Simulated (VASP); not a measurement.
# Ir (Fm-3m) in VASP: further runs, part 2 of 2

VASP 6.6.1. The steps go on from the part before.

## 5. Single point, PBE

This run uses another cell than the first one, of 14.50 Å³/atom, 1.031 times its volume.

Input file INCAR:

```
SYSTEM = Ir
  PREC = Accurate
  ENCUT = 520
  EDIFF = 1E-6
  ISMEAR = 0
  SIGMA = 0.1
  LREAL = .FALSE.
  LASPH = .TRUE.
  NELM = 80
  ALGO = Normal
  ISIF = 2
  LWAVE = .FALSE.
  LCHARG = .FALSE.
  GGA = PE
  NBANDS = 10
```

Input file KPOINTS:

```
regular mesh
0
G
  18 18 18
  0 0 0
```

Input file POSCAR:

```
Ir
1.0
    0.0000000000      1.9353304715      1.9353304715
    1.9353304715      0.0000000000      1.9353304715
    1.9353304715      1.9353304715      0.0000000000
Ir
1
Direct
    0.0000000000      0.0000000000      0.0000000000
```

Potentials or basis: VASP PAW PBE potentials, release 64 (Ir).

The run is started by

```
cat potpaw_PBE.64/Ir/POTCAR > POTCAR
mpirun -np 1 vasp_std > vasp.out
```

OUTCAR:

```text
SYSTEM = Ir
   PREC = Accurate
   ENCUT = 520
   EDIFF = 1E-6
   ISMEAR = 0
   LREAL = .FALSE.
   LASPH = .TRUE.
   NELM = 80
   ISIF = 2
   GGA = PE

 ion  position               nearest neighbor table
   1  0.000  0.000  0.000-

  LATTYP: Found a face centered cubic cell.
 ALAT       =     3.8706609430

  Lattice vectors:

 A1 = (   0.0000000000,   1.9353304715,   1.9353304715)
 A2 = (   1.9353304715,   0.0000000000,   1.9353304715)
 A3 = (   1.9353304715,   1.9353304715,   0.0000000000)

Analysis of symmetry for initial positions (statically):
=====================================================================
 Subroutine PRICEL returns:
 Original cell was already a primitive cell.

 Routine SETGRP: Setting up the symmetry group for a
 face centered cubic supercell.

 Subroutine GETGRP returns: Found 48 space group operations
 (whereof 48 operations were pure point group operations)
 out of a pool of 48 trial point group operations.

The static configuration has the point symmetry O_h .

Analysis of symmetry for dynamics (positions and initial velocities):
=====================================================================
 Subroutine PRICEL returns:
 Original cell was already a primitive cell.

 Routine SETGRP: Setting up the symmetry group for a
 face centered cubic supercell.

 Subroutine GETGRP returns: Found 48 space group operations
 (whereof 48 operations were pure point group operations)
 out of a pool of 48 trial point group operations.

The dynamic configuration has the point symmetry O_h .

 Subroutine INISYM returns: Found 48 space group operations
 (whereof 48 operations are pure point group operations),
 and found     1 'primitive' translations

----------------------------------------------------------------------------------------

                                     Primitive cell

  volume of cell :      14.4976

  direct lattice vectors                    reciprocal lattice vectors
     0.000000000  1.935330471  1.935330471    -0.258353810  0.258353810  0.258353810
     1.935330471  0.000000000  1.935330471     0.258353810 -0.258353810  0.258353810
     1.935330471  1.935330471  0.000000000     0.258353810  0.258353810 -0.258353810

  length of vectors
     2.736970600  2.736970600  2.736970600     0.447481924  0.447481924  0.447481924

  position of ions in fractional coordinates (direct lattice)
     0.000000000  0.000000000  0.000000000

  ion indices of the primitive-cell ions
   primitive index   ion index
                 1           1

----------------------------------------------------------------------------------------

 KPOINTS: regular mesh

Automatic generation of k-mesh.
 Grid dimensions read from file:
 generate k-points for:   18   18   18

 Generating k-lattice:

  Cartesian coordinates                     Fractional coordinates (reciprocal lattice)
    -0.014352989  0.014352989  0.014352989     0.055555556  0.000000000  0.000000000
     0.014352989 -0.014352989  0.014352989     0.000000000  0.055555556  0.000000000
     0.014352989  0.014352989 -0.014352989     0.000000000  0.000000000  0.055555556

  Length of vectors
     0.024860107  0.024860107  0.024860107

  Shift w.r.t. Gamma in fractional coordinates (k-lattice)
     0.000000000  0.000000000  0.000000000

 Subroutine IBZKPT returns following result:
 ===========================================

 Found    195 irreducible k-points:

 Following reciprocal coordinates:
            Coordinates               Weight
  0.000000  0.000000  0.000000      1.000000
  0.055556  0.000000  0.000000      8.000000
  0.111111  0.000000  0.000000      8.000000
  0.166667  0.000000  0.000000      8.000000
  0.222222  0.000000  0.000000      8.000000
  0.277778  0.000000  0.000000      8.000000
[... 16 lines left out ...]
 -0.277778  0.055556  0.000000     24.000000
 -0.222222  0.055556  0.000000     24.000000
 [... further k-points ...]
   k-points           NKPTS =    195   k-points in BZ     NKDIM =    195   number of bands    NBANDS=     10
   number of dos      NEDOS =    301   number of ions     NIONS =      1
   total plane-waves  NPLWV =   8000
   dimension x,y,z NGX =    20 NGY =   20 NGZ =   20
   dimension x,y,z NGXF=    40 NGYF=   40 NGZF=   40
   ions per type =               1
   NGX,Y,Z   is equivalent  to a cutoff of  12.15, 12.15, 12.15 a.u.
   NGXF,Y,Z  is equivalent  to a cutoff of  24.30, 24.30, 24.30 a.u.
 SYSTEM =  Ir
   PREC   = accura    normal or accurate (medium, high low for compatibility)
   ISTART =      0    job   : 0-new  1-cont  2-samecut
   ICHARG =      2    charge: 1-file 2-atom 10-const
   ISPIN  =      1    spin polarized calculation?
   LNONCOLLINEAR =      F non collinear calculations
   LSORBIT =      F    spin-orbit coupling
   LASPH  =      T    aspherical Exc in radial PAW
   ENCUT  =  520.0 eV  38.22 Ry    6.18 a.u.   5.09  5.09  5.09*2*pi/ulx,y,z
   NELM   =     80;   NELMIN=  2; NELMDL= -5     # of ELM steps
   EDIFF  = 0.1E-05   stopping-criterion for ELM
   LREAL  =      F    real-space projection
   EDIFFG = 0.1E-04   stopping-criterion for IOM
   NSW    =      0    number of steps for IOM
   IBRION =     -1    ionic relax: 0-MD 1-quasi-New 2-CG
   NFREE  =      0    steps in history (QN), initial steepest desc. (CG)
   ISIF   =      2    stress and relaxation
   ISYM   =      2    0-nonsym 1-usesym 2-fastsym
   POTIM  = 0.5000    time-step for ionic-motion
   TEBEG  =    0.0;   TEEND  =   0.0 temperature during run
   PSTRESS=    0.0 pullay stress
   NELECT =       9.0000    total number of electrons
   NUPDOWN=      -1.0000    fix difference up-down
   EMIN   =  10.00;   EMAX   =-10.00  energy-range for DOS
   EFERMI =   0.00;   METHOD = LEGACY
   ISMEAR =     0;   SIGMA  =   0.10  broadening in eV -4-tet -1-fermi 0-gaus
   EFERMI_NEDOS =   21; number of points for ismear=-14 and -15
   IALGO  =     38    algorithm
   IMIX   =      4    mixing-type and parameters
     AMIX     =   0.40;   BMIX     =  1.00
     AMIX_MAG =   1.60;   BMIX_MAG =  1.00
  volume/ion in A,a.u.               =      14.50        97.83
  Fermi-wavevector in a.u.,A,eV,Ry     =   1.396552  2.639101 26.536236  1.950358
  Thomas-Fermi vector in A             =   2.519895
   LORBIT       =      0    0 simple, 1 ext, 2 COOP (PROOUT), +10 PAW based schemes
   GGA     = PE    functional components
   LHFCALC =     F    Hartree Fock is set to
   AEXX    =    0.0000 exact exchange contribution
   IVDW    =     0    specifies the selected vdW correction
   LEPSILON=     F    determine dielectric tensor
   LRPA    =     F    only Hartree local field effects (RPA)
 non-spin polarized calculation
 Gauss-broadening in eV      SIGMA  =   0.10
  energy-cutoff  :      520.00
  volume of cell :       14.50
 maximum number of plane-waves:       397
   NGX = 11   NGY = 11   NGZ = 11

 number of electron       9.0000000 magnetization

 Free energy of the ion-electron system (eV)
  ---------------------------------------------------
  ext. energy  EPLUGINS =         0.00000000
  ---------------------------------------------------
  free energy    TOTEN  =        -8.85376199 eV

  energy without entropy =       -8.84839994  energy(sigma->0) =       -8.85108096

 E-fermi :  10.0169     XC(G=0): -13.8427

 val. band max:       10.0142013146   @ k =   0.5000   0.2222   0.1111
 cond. band min:      10.0213701160   @ k =   0.3333   0.1111   0.0556
 fundamental gap:      0.0071688014
 Fermi energy:        10.0169291131

 k-point     1 :       0.0000    0.0000    0.0000
  band No.  band energies     occupation
      1      -0.8711      2.00000
      2       6.2433      2.00000
      3       6.2433      2.00000
      4       6.2433      2.00000
      5       8.8289      2.00000
      6       8.8289      2.00000
      7      24.3578      0.00000
      8      29.7987      0.00000
      9      29.7987      0.00000
     10      29.7987      0.00000
[... 287 lines left out ...]
 k-point    24 :      -0.2222    0.0556    0.0000
  band No.  band energies     occupation
      1       1.3009      2.00000
      2       5.5986      2.00000
      3       6.6846      2.00000
      4       6.7737      2.00000
      5       8.5580      2.00000
      6       9.3823      2.00000
      7      24.0409      0.00000
      8      26.8149      0.00000
      9      31.7727      0.00000
     10      33.0107      0.00000

 [... further k-points ...]

------------------------ aborting loop because EDIFF is reached ----------------------------------------

  FORCE on cell =-STRESS in cart. coord.  units (eV):
  Direction    XX          YY          ZZ          XY          YZ          ZX
  --------------------------------------------------------------------------------------
  -------------------------------------------------------------------------------------
  Total        0.0433104      0.0433104      0.0433104      0.0000000     -0.0000000      0.0000000
  in kB        4.7863845      4.7863845      4.7863845      0.0000000     -0.0000000      0.0000000
  external PRESSURE =       4.7863845 kB  Pullay stress =       0.0000000 kB

 VOLUME and BASIS-vectors are now :
 -----------------------------------------------------------------------------
  energy-cutoff  :      520.00
  volume of cell :       14.50
      direct lattice vectors                 reciprocal lattice vectors
     0.000000000  1.935330471  1.935330471    -0.258353810  0.258353810  0.258353810
     1.935330471  0.000000000  1.935330471     0.258353810 -0.258353810  0.258353810
     1.935330471  1.935330471  0.000000000     0.258353810  0.258353810 -0.258353810

 POSITION                                       TOTAL-FORCE (eV/Angst)
 -----------------------------------------------------------------------------------
      0.00000      0.00000      0.00000        -0.000000      0.000000     -0.000000
 -----------------------------------------------------------------------------------
    total drift:                               -0.000000     -0.000000     -0.000000

  FREE ENERGIE OF THE ION-ELECTRON SYSTEM (eV)
  ---------------------------------------------------
  free  energy   TOTEN  =        -8.8537619910 eV

  energy  without entropy=       -8.8483999376  energy(sigma->0) =       -8.85108096
```

Run time: 19 s. Hardware: 1 thread of AMD EPYC 7R43 (Zen 3), shared host; peak memory 0.11 GiB.

What came out:

```yaml
Free_energy: -8.8538 eV
Pressure: 0.5 GPa
```

Caveat: spin-orbit coupling is left out, which moves the levels of the heavy elements.

## 6. Overview

| task | cell | k mesh | cutoff (eV) | gap on the mesh (eV) | pressure (GPa) |
| --- | --- | --- | --- | --- | --- |
| single point | a = 2.709 Å, angles 60.0°, 1 atom | 8 × 8 × 8 | 520 | none | 13.5 |
| single point | a = 2.741 Å, angles 60.0°, 1 atom | 8 × 8 × 8 | 520 | none | 0.3 |
| relaxation of cell and atoms | relaxed from a = 2.709 Å, angles 60.0°, 1 atom | 8 × 8 × 8 | 600 | none | -0.1 |
| single point | a = 2.737 Å, angles 60.0°, 1 atom | 18 × 18 × 18 | 520 | none | 0.5 |

Alike in all rows: level PBE; potentials or basis VASP PAW PBE potentials, release 64 (Ir); no spin polarisation; smearing gaussian 0.1 eV.

Caveats: spin-orbit coupling is left out, which moves the levels of the heavy elements.

Total energies depend on the potentials used, so only differences within one code and one set of settings carry meaning.
